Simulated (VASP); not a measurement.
Here is a VASP 6.6.1 calculation.

The input INCAR:

```
SYSTEM = Sb
PREC = Accurate
ENCUT = 520
EDIFF = 1E-7
ISMEAR = -1
SIGMA = 0.05
LREAL = .FALSE.
LASPH = .TRUE.
NELM = 80
ALGO = Normal
ISIF = 2
LWAVE = .FALSE.
LCHARG = .FALSE.
GGA = PE
NBANDS = 8
```

Contents of KPOINTS:

```
regular mesh
0
G
  10 10 10
  0 0 0
```

POSCAR

```
Sb
1.0
   -0.0167630000      2.3807070000      2.4016500000
    2.3697530000      0.0443490000      2.3405380000
    2.4096310000      2.3594730000      0.0044710000
Sb
1
Direct
   -0.0075380000      0.0130910000     -0.0107430000
```

Potentials or basis: VASP PAW PBE potentials, release 64 (Sb).

The run is started by

```console
$ cat potpaw_PBE.64/Sb/POTCAR > POTCAR
$ mpirun -np 1 vasp_std > vasp.out
```

Task: Predict the pressure.

Result: 1.6 GPa.

Stress tensor (GPa, compression positive):
```
1.72 0.41 0.22
0.41 1.77 0.07
0.22 0.07 1.36
```

Caveat: the cell differs from its parent crystal (the cell strained at random).
